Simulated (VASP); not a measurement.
Write the native input for VASP 6.6.1 that does the following.

- Task: single point
- Functional: PBE
- Potentials or basis: VASP PAW PBE potentials, release 64 (In_d, S)
- Cutoff: 500 eV
- k mesh: 5 × 5 × 2
- Occupations: gaussian, width 0.15 eV
- Spin: no spin polarisation
- Dipole correction: no
- Further INCAR settings: ALGO = Normal; EDIFF = 1e-06; NBANDS = 23

The structure of In2S lies in POSCAR:

```
In2S
1.0
    3.8000485038      0.0000000000      0.0000000000
   -1.9000242519      3.2909385399      0.0000000000
    0.0000000000      0.0000000000      8.3735121045
In S
2 1
Direct
    0.0000000000      0.0000000000      0.2170575192
    0.0000000000      0.0000000000      0.7829424808
    0.6666666667      0.3333333333      0.0000000000
```

The cell was built from a structure type or drawn by symmetry, and may not be a known phase.

One way to write it, as run:

INCAR

```
PREC = Accurate
ENCUT = 500
EDIFF = 1E-6
ISMEAR = 0
SIGMA = 0.15
LREAL = False
LASPH = True
NELM = 120
ALGO = Normal
ISIF = 2
LWAVE = False
LCHARG = False
GGA = PE
NBANDS = 23
GGA_COMPAT = False
```

KPOINTS

```
Automatic mesh
0
Gamma
  5 5 2
```

Potentials or basis: VASP PAW PBE potentials, release 64 (In_d, S).

Run with:

```bash
$ cat potpaw_PBE.64/In_d/POTCAR potpaw_PBE.64/S/POTCAR > POTCAR
$ mpirun -np 1 vasp_std > vasp.out
```

Results of the run:

```yaml
Pressure: 0.3 GPa
Largest_force: 0.040 eV/Å
Band_gap_on_the_k_mesh: 1.22 eV
```

Caveat: spin-orbit coupling is left out, which moves the levels of the heavy elements; an odd mesh through Γ misses points on the zone boundary, where band edges can lie.

Run time: 26 s on 1 thread of Intel(R) Xeon(R) Platinum 8488C (Sapphire Rapids) (shared host), peak memory 0.21 GiB.
